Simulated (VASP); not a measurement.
Wanted: the native input for a VASP 6.6.1 run.

| Quantity | Value |
| --- | --- |
| Task | single point |
| Functional | PBE |
| Potentials or basis | VASP PAW PBE potentials, release 64 (Ti_sv, C) |
| Cutoff | 520 eV |
| k mesh | 9 × 9 × 1 |
| Occupations | gaussian, width 0.1 eV |
| Spin | no spin polarisation |
| Dipole correction | yes |
| Further INCAR settings | ALGO = Normal; EDIFF = 1e-06; NBANDS = 34 |

The structure of Ti4C lies in POSCAR:

```
Ti4C
1.0
    2.9384580613      0.0000000000      0.0000000000
   -1.4692290307      2.5447793290      0.0000000000
    0.0000000000      0.0000000000     22.4046135985
Ti C
4 1
Direct
    0.6666666667      0.3333333333      0.1785346568
    0.3333333333      0.6666666666      0.2823220753
    0.6666666667      0.3333333333      0.3901862329
    0.3333333333      0.6666666666      0.4867128616
    0.3333333333      1.1666666666      0.5396035617
```

The input as run:

INCAR

```
PREC = Accurate
ENCUT = 520
EDIFF = 1E-6
ISMEAR = 0
SIGMA = 0.1
LREAL = False
LASPH = True
NELM = 60
ALGO = Normal
ISIF = 2
LWAVE = False
LCHARG = False
LDIPOL = True
IDIPOL = 3
DIPOL = 0.5 0.5 0.375
GGA = PE
NBANDS = 34
```

KPOINTS

```
Automatic mesh
0
Gamma
  9 9 1
```

Potentials or basis: VASP PAW PBE potentials, release 64 (Ti_sv, C).

Command:

```console
$ cat potpaw_PBE.64/Ti_sv/POTCAR potpaw_PBE.64/C/POTCAR > POTCAR
$ mpirun -np 1 vasp_std > vasp.out
```

It gave:

* Largest force: 1.530 eV/Å
* Band gap on the k mesh: zero (bands 26 and 27 overlap by 0.98 eV)

It took 3.5 min on 1 thread of AMD EPYC 9R45 96-Core Processor (Zen 5) (shared host), peak memory 0.33 GiB.
